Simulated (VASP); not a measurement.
Here is a VASP 6.6.1 calculation.

INCAR

```
SYSTEM = Se
PREC     = Accurate       ! precision mode
ENCUT    = 520            ! plane-wave cutoff, eV
EDIFF    = 1E-6           ! SCF threshold, eV
ISMEAR   = 0              ! smearing method
SIGMA    = 0.1            ! smearing width, eV
LREAL    = .False.        ! projectors in reciprocal space
LASPH    = .True.         ! aspherical terms in the spheres
NELM     = 60             ! most SCF steps
ALGO     = Normal         ! electronic algorithm
ISIF     = 2              ! what is computed and relaxed
LWAVE    = .False.        ! write WAVECAR
LCHARG   = .False.        ! write CHGCAR
GGA      = PE             ! functional
NBANDS   = 13             ! bands
```

The input KPOINTS:

```
regular mesh
0
Gamma
  18 18 14
  0 0 0
```

The input POSCAR:

```
Se
1.0
    3.6850741043      0.0000000000      0.0000000000
   -1.8425370521      3.1913677892      0.0000000000
    0.0000000000      0.0000000000      3.8114171406
Se
2
Direct
    0.3333333333      0.6666666667      0.2500000000
    0.6666666667      0.3333333333      0.7500000000
```

Potentials or basis: VASP PAW PBE potentials, release 64 (Se).

Launch:

```bash
$ cat potpaw_PBE.64/Se/POTCAR > POTCAR
$ mpirun -np 1 vasp_std > vasp.out
```

Question: Estimate the band gap on the k mesh.

Answer: Zero (bands 6 and 7 overlap by 2.30 eV).

Question: Predict the pressure.

Answer: 0.0 GPa.
